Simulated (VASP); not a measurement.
Input of a VASP 6.6.1 run:

INCAR

```
ALGO = Normal
EDIFF = 1E-6
ENCUT = 520
GGA = PE
ISIF = 2
ISMEAR = 0
LASPH = True
LCHARG = False
LREAL = Auto
LWAVE = False
NBANDS = 114
NELECT = 192.0
NELM = 100
PREC = Accurate
SIGMA = 0.02
```

File KPOINTS:

```
k-points
0
Gamma
  3 3 3
```

The input POSCAR:

```
Ti8HO16
1.0
    4.6432750182     -4.6432750182      0.0000000000
    4.6432750182      4.6432750182      0.0000000000
   -4.6432750182      0.0000000000      5.9277640358
Ti O H
8 16 1
Direct
    0.9996015011      0.0199149690     -0.0048006297
    0.2281528835      0.2334133946      0.4827093290
    0.4956855332      0.4993243441      0.0174384472
    0.7549928820      0.7739590211      0.5048932417
    0.1147738050      0.6330258987      0.2515329542
    0.3733088737      0.8509305936      0.7507712812
    0.6135154965      0.1311802932      0.2499372430
    0.8984469984      0.4012311344      0.7506229960
    0.0103940835      0.3063220642      0.0001680229
    0.2574248069      0.5491792248      0.5015135525
    0.5059810156      0.7974371526     -0.0014394972
    0.7600322506      0.0556742302      0.4993164340
    0.8197256568      0.6185758226      0.2495433339
    0.0702933496      0.8673917307      0.7500074182
    0.3200746467      0.1193486513      0.2503024734
    0.5828121625      0.3384413261      0.7497648309
   -0.0028017897      0.6957275860      0.0012650639
    0.2444280297      0.9418213539      0.4995246069
    0.4948103932      0.1917497314      0.0001771326
    0.7461004824      0.4443395498      0.4989248867
    0.4321947509      0.6286595298      0.2535777387
    0.6790885971      0.8898687030      0.7498100419
    0.9286103154      0.1255323187      0.2463530922
    0.1874224303      0.3795038807      0.7499925728
    0.6002590344      0.1887061988     -0.2508682854
```

Potentials or basis: VASP PAW PBE potentials, release 64 (Ti_sv, O, H).

The run is started by

```bash
$ cat potpaw_PBE.64/Ti_sv/POTCAR potpaw_PBE.64/O/POTCAR potpaw_PBE.64/H/POTCAR > POTCAR
$ mpirun -np 1 vasp_std > vasp.out
```

(1) What does it give for the largest force?

## Answers

(1) 0.102 eV/Å.

Caveat: the cell carries a net charge on a neutralising background, which shifts energy and pressure.
